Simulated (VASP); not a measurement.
# PbO2 (Pnnm) in VASP: single point with PBE

Aim: the single point of PbO2 with PBE.

All numbers are computed with VASP 6.6.1; they aren't measurements. Logs are shortened: lines on timing, memory, paths and dates and some standing lists are left out, and cuts for length are marked.

### Step 1. The cell of the first run

It takes space group Pnnm (No. 58, orthorhombic). The conventional cell has a = 4.942 Å, b = 5.310 Å, c = 3.412 Å, α = 90.00°, β = 90.00°, γ = 90.00°. Pb (site symmetry 2/m) has 6 O at 2.20 to 2.24 Å within 2.9 Å. Within 2.9 Å of O (site symmetry m) lie 3 Pb at 2.20 to 2.24 Å and 1 O at 2.79 Å.

### Step 2. Single point, PBE (uniaxial strain along a: +4.5 %, then relaxed in part)

The input, INCAR:

```
PREC     = Accurate       # precision mode
ENCUT    = 520            # plane-wave cutoff, eV
EDIFF    = 1E-7           # SCF threshold, eV
ISMEAR   = 0              # smearing method
SIGMA    = 0.1            # smearing width, eV
LREAL    = F              # projectors in reciprocal space
LASPH    = T              # aspherical terms in the spheres
NELM     = 100            # most SCF steps
ALGO     = Normal         # electronic algorithm
ISIF     = 2              # what is computed and relaxed
LWAVE    = F              # write WAVECAR
LCHARG   = F              # write CHGCAR
GGA      = PE             # functional
NBANDS   = 35             # bands
```

The input, KPOINTS:

```
Automatic mesh
0
Gamma
  8 8 10
```

The input, POSCAR:

```
PbO2
1.0
    5.3101316798      0.0000000000      0.0000000000
    0.0000000000      4.9416285304      0.0000000000
    0.0000000000      0.0000000000      3.4119734097
Pb O
2 4
Direct
    0.0000000000      0.0000000000      0.0000000000
    0.5000000000      0.5000000000      0.5000000000
    0.3232759702      0.2914345118      0.0000000000
    0.1767240298      0.7914345118      0.5000000000
    0.6767240298      0.7085654882      0.0000000000
    0.8232759702      0.2085654882      0.5000000000
```

Potentials or basis: VASP PAW PBE potentials, release 64 (Pb_d, O).

Started as:

```sh
> cat potpaw_PBE.64/Pb_d/POTCAR potpaw_PBE.64/O/POTCAR > POTCAR
> mpirun -np 1 vasp_std > vasp.out
```

OUTCAR:

```text
PREC = Accurate
   ENCUT = 520
   EDIFF = 1E-7
   ISMEAR = 0
   LREAL = F
   LASPH = T
   NELM = 100
   ISIF = 2
   GGA = PE

 ion  position               nearest neighbor table
   1  0.000  0.000  0.000-   4 2.20   6 2.20   4 2.20   6 2.20   5 2.24   3 2.24   2 4.01   2 4.01
                             2 4.01   2 4.01   2 4.01   2 4.01   2 4.01   2 4.01
   2  0.500  0.500  0.500-   3 2.20   5 2.20   3 2.20   5 2.20   4 2.24   6 2.24   1 4.01   1 4.01
                             1 4.01   1 4.01   1 4.01   1 4.01   1 4.01   1 4.01
   3  0.323  0.291  0.000-   2 2.20   2 2.20   1 2.24
   4  0.177  0.791  0.500-   1 2.20   1 2.20   2 2.24
   5  0.677  0.709  0.000-   2 2.20   2 2.20   1 2.24
   6  0.823  0.209  0.500-   1 2.20   1 2.20   2 2.24

  LATTYP: Found a simple orthorhombic cell.
 ALAT       =     3.4119734097
 B/A-ratio  =     1.4483197660
 C/A-ratio  =     1.5563227031

  Lattice vectors:

 A1 = (   0.0000000000,   0.0000000000,  -3.4119734097)
 A2 = (   0.0000000000,   4.9416285304,   0.0000000000)
 A3 = (   5.3101316798,   0.0000000000,   0.0000000000)

Analysis of symmetry for initial positions (statically):
=====================================================================
 Subroutine PRICEL returns:
 Original cell was already a primitive cell.

 Routine SETGRP: Setting up the symmetry group for a
 simple orthorhombic supercell.

 Subroutine GETGRP returns: Found  8 space group operations
 (whereof  4 operations were pure point group operations)
 out of a pool of  8 trial point group operations.

The static configuration has the point symmetry C_2h.
 The point group associated with its full space group is D_2h.

Analysis of symmetry for dynamics (positions and initial velocities):
=====================================================================
 Subroutine PRICEL returns:
 Original cell was already a primitive cell.

 Routine SETGRP: Setting up the symmetry group for a
 simple orthorhombic supercell.

 Subroutine GETGRP returns: Found  8 space group operations
 (whereof  4 operations were pure point group operations)
 out of a pool of  8 trial point group operations.

The dynamic configuration has the point symmetry C_2h.
 The point group associated with its full space group is D_2h.

 Subroutine INISYM returns: Found  8 space group operations
 (whereof  4 operations are pure point group operations),
 and found     1 'primitive' translations

----------------------------------------------------------------------------------------

                                     Primitive cell

  volume of cell :      89.5326

  direct lattice vectors                    reciprocal lattice vectors
     5.310131680  0.000000000  0.000000000     0.188319247  0.000000000  0.000000000
     0.000000000  4.941628530  0.000000000     0.000000000  0.202362439  0.000000000
     0.000000000  0.000000000  3.411973410     0.000000000  0.000000000  0.293085520

  length of vectors
     5.310131680  4.941628530  3.411973410     0.188319247  0.202362439  0.293085520

  position of ions in fractional coordinates (direct lattice)
     0.000000000  0.000000000  0.000000000
     0.500000000  0.500000000  0.500000000
     0.323275970  0.291434512  0.000000000
     0.176724030  0.791434512  0.500000000
     0.676724030  0.708565488  0.000000000
     0.823275970  0.208565488  0.500000000

  ion indices of the primitive-cell ions
   primitive index   ion index
                 1           1
                 2           2
                 3           3
                 4           4
                 5           5
                 6           6

----------------------------------------------------------------------------------------

 KPOINTS: Automatic mesh

Automatic generation of k-mesh.
 Grid dimensions read from file:
 generate k-points for:    8    8   10

 Generating k-lattice:

  Cartesian coordinates                     Fractional coordinates (reciprocal lattice)
     0.023539906  0.000000000  0.000000000     0.125000000  0.000000000  0.000000000
     0.000000000  0.025295305  0.000000000     0.000000000  0.125000000  0.000000000
     0.000000000  0.000000000  0.029308552     0.000000000  0.000000000  0.100000000

  Length of vectors
     0.023539906  0.025295305  0.029308552

  Shift w.r.t. Gamma in fractional coordinates (k-lattice)
     0.000000000  0.000000000  0.000000000

 Subroutine IBZKPT returns following result:
 ===========================================

 Found    150 irreducible k-points:

 Following reciprocal coordinates:
            Coordinates               Weight
  0.000000  0.000000  0.000000      1.000000
  0.125000  0.000000  0.000000      2.000000
  0.250000  0.000000  0.000000      2.000000
  0.375000  0.000000  0.000000      2.000000
  0.500000  0.000000  0.000000      1.000000
  0.000000  0.125000  0.000000      2.000000
[... 16 lines left out ...]
  0.250000  0.500000  0.000000      2.000000
  0.375000  0.500000  0.000000      2.000000
 [... further k-points ...]
   k-points           NKPTS =    150   k-points in BZ     NKDIM =    150   number of bands    NBANDS=     35
   number of dos      NEDOS =    301   number of ions     NIONS =      6
   total plane-waves  NPLWV =  44800
   dimension x,y,z NGX =    40 NGY =   40 NGZ =   28
   dimension x,y,z NGXF=    80 NGYF=   80 NGZF=   56
   ions per type =               2   4
   NGX,Y,Z   is equivalent  to a cutoff of  12.52, 13.46, 13.64 a.u.
   NGXF,Y,Z  is equivalent  to a cutoff of  25.05, 26.91, 27.29 a.u.
 SYSTEM =  unknown system
   PREC   = accura    normal or accurate (medium, high low for compatibility)
   ISTART =      0    job   : 0-new  1-cont  2-samecut
   ICHARG =      2    charge: 1-file 2-atom 10-const
   ISPIN  =      1    spin polarized calculation?
   LNONCOLLINEAR =      F non collinear calculations
   LSORBIT =      F    spin-orbit coupling
   LASPH  =      T    aspherical Exc in radial PAW
   ENCUT  =  520.0 eV  38.22 Ry    6.18 a.u.   9.87  9.19  6.34*2*pi/ulx,y,z
   NELM   =    100;   NELMIN=  2; NELMDL= -5     # of ELM steps
   EDIFF  = 0.1E-06   stopping-criterion for ELM
   LREAL  =      F    real-space projection
   EDIFFG = 0.1E-05   stopping-criterion for IOM
   NSW    =      0    number of steps for IOM
   IBRION =     -1    ionic relax: 0-MD 1-quasi-New 2-CG
   NFREE  =      0    steps in history (QN), initial steepest desc. (CG)
   ISIF   =      2    stress and relaxation
   ISYM   =      2    0-nonsym 1-usesym 2-fastsym
   POTIM  = 0.5000    time-step for ionic-motion
   TEBEG  =    0.0;   TEEND  =   0.0 temperature during run
   PSTRESS=    0.0 pullay stress
   NELECT =      52.0000    total number of electrons
   NUPDOWN=      -1.0000    fix difference up-down
   EMIN   =  10.00;   EMAX   =-10.00  energy-range for DOS
   EFERMI =   0.00;   METHOD = LEGACY
   ISMEAR =     0;   SIGMA  =   0.10  broadening in eV -4-tet -1-fermi 0-gaus
   EFERMI_NEDOS =   21; number of points for ismear=-14 and -15
   IALGO  =     38    algorithm
   IMIX   =      4    mixing-type and parameters
     AMIX     =   0.40;   BMIX     =  1.00
     AMIX_MAG =   1.60;   BMIX_MAG =  1.00
  volume/ion in A,a.u.               =      14.92       100.70
  Fermi-wavevector in a.u.,A,eV,Ry     =   1.365890  2.581157 25.383770  1.865654
  Thomas-Fermi vector in A             =   2.492078
   LORBIT       =      0    0 simple, 1 ext, 2 COOP (PROOUT), +10 PAW based schemes
   GGA     = PE    functional components
   LHFCALC =     F    Hartree Fock is set to
   AEXX    =    0.0000 exact exchange contribution
   IVDW    =     0    specifies the selected vdW correction
   LEPSILON=     F    determine dielectric tensor
   LRPA    =     F    only Hartree local field effects (RPA)
 non-spin polarized calculation
 Gauss-broadening in eV      SIGMA  =   0.10
  energy-cutoff  :      520.00
  volume of cell :       89.53
 maximum number of plane-waves:      2444
 NGX is ok and might be reduce to    40
   NGX = 19   NGY = 19   NGZ = 13

 number of electron      51.9999989 magnetization

 Free energy of the ion-electron system (eV)
  ---------------------------------------------------
  ext. energy  EPLUGINS =         0.00000000
  ---------------------------------------------------
  free energy    TOTEN  =       -31.84469277 eV

  energy without entropy =      -31.84371490  energy(sigma->0) =      -31.84420383

 E-fermi :   3.6731     XC(G=0): -10.3355

 val. band max:        3.5746130882   @ k =   0.0000   0.1250   0.1000
 cond. band min:       3.7382105742   @ k =   0.0000   0.0000   0.0000
 fundamental gap:      0.1635974860
 Fermi energy:         3.6731235552

 k-point     1 :       0.0000    0.0000    0.0000
  band No.  band energies     occupation
      1     -14.2869      2.00000
      2     -14.2473      2.00000
      3     -12.7611      2.00000
      4     -12.6658      2.00000
      5     -11.8293      2.00000
      6     -11.7004      2.00000
[... 27 lines left out ...]
     34      13.9436      0.00000
     35      15.2484      0.00000

 k-point     2 :       0.1250    0.0000    0.0000
  band No.  band energies     occupation
      1     -14.2560      2.00000
      2     -14.2252      2.00000
      3     -12.8270      2.00000
      4     -12.8038      2.00000
      5     -11.6884      2.00000
      6     -11.6823      2.00000
[... 27 lines left out ...]
     34      14.1866      0.00000
     35      15.2476      0.00000

 k-point     3 :       0.2500    0.0000    0.0000
  band No.  band energies     occupation
      1     -14.1719      2.00000
      2     -14.1629      2.00000
      3     -13.0491      2.00000
      4     -12.9919      2.00000
      5     -11.6608      2.00000
      6     -11.6596      2.00000
[... 27 lines left out ...]
     34      14.6968      0.00000
     35      15.2576      0.00000
[... 723 lines left out ...]
 k-point    23 :       0.2500    0.5000    0.0000
  band No.  band energies     occupation
      1     -14.1380      2.00000
      2     -14.1380      2.00000
      3     -13.0473      2.00000
      4     -13.0473      2.00000
      5     -11.6623      2.00000
      6     -11.6623      2.00000
[... 27 lines left out ...]
     34      15.0023      0.00000
     35      15.8737      0.00000

 k-point    24 :       0.3750    0.5000    0.0000
  band No.  band energies     occupation
      1     -14.2046      2.00000
      2     -14.2046      2.00000
      3     -12.8616      2.00000
      4     -12.8616      2.00000
      5     -11.6670      2.00000
      6     -11.6670      2.00000
[... 27 lines left out ...]
     34      15.0035      0.00000
     35      15.8470      0.00000

 [... further k-points ...]

------------------------ aborting loop because EDIFF is reached ----------------------------------------

  FORCE on cell =-STRESS in cart. coord.  units (eV):
  Direction    XX          YY          ZZ          XY          YZ          ZX
  --------------------------------------------------------------------------------------
  -------------------------------------------------------------------------------------
  Total       -1.2168344      0.0706749      0.1955353      0.0000000      0.0000000      0.0000000
  in kB      -21.7751448      1.2647205      3.4990869      0.0000000      0.0000000      0.0000000
  external PRESSURE =      -5.6704458 kB  Pullay stress =       0.0000000 kB

 VOLUME and BASIS-vectors are now :
 -----------------------------------------------------------------------------
  energy-cutoff  :      520.00
  volume of cell :       89.53
      direct lattice vectors                 reciprocal lattice vectors
     5.310131680  0.000000000  0.000000000     0.188319247  0.000000000  0.000000000
     0.000000000  4.941628530  0.000000000     0.000000000  0.202362439  0.000000000
     0.000000000  0.000000000  3.411973410     0.000000000  0.000000000  0.293085520

 POSITION                                       TOTAL-FORCE (eV/Angst)
 -----------------------------------------------------------------------------------
      0.00000      0.00000      0.00000         0.000000      0.000000      0.000000
      2.65507      2.47081      1.70599         0.000000      0.000000      0.000000
      1.71664      1.44016      0.00000        -0.010086     -0.011481     -0.000000
      0.93843      3.91098      1.70599         0.010086     -0.011481     -0.000000
      3.59349      3.50147      0.00000         0.010086      0.011481      0.000000
      4.37170      1.03065      1.70599        -0.010086      0.011481      0.000000
 -----------------------------------------------------------------------------------
    total drift:                                0.000000     -0.000000     -0.000000

  FREE ENERGIE OF THE ION-ELECTRON SYSTEM (eV)
  ---------------------------------------------------
  free  energy   TOTEN  =       -31.8446927678 eV

  energy  without entropy=      -31.8437148967  energy(sigma->0) =      -31.84420383
```

Wall time 12 min (1 thread of Intel Xeon 8259CL, shared host); peak memory 0.47 GiB.

What came out:

* Free energy: -31.8447 eV
* Pressure: -0.6 GPa
* Largest force: 0.015 eV/Å
* Band gap on the k mesh: 0.16 eV (least direct gap 0.29 eV)

Forces in eV/Å, atoms in the order of the input:
```
Pb   0.000  0.000  0.000
Pb   0.000  0.000  0.000
O   -0.010 -0.011  0.000
O    0.010 -0.011  0.000
O    0.010  0.011  0.000
O   -0.010  0.011  0.000
```

Caveat: the cell differs from its parent crystal (uniaxial strain along a: +4.5 %, then relaxed in part); spin-orbit coupling is left out, which moves the levels of the heavy elements.
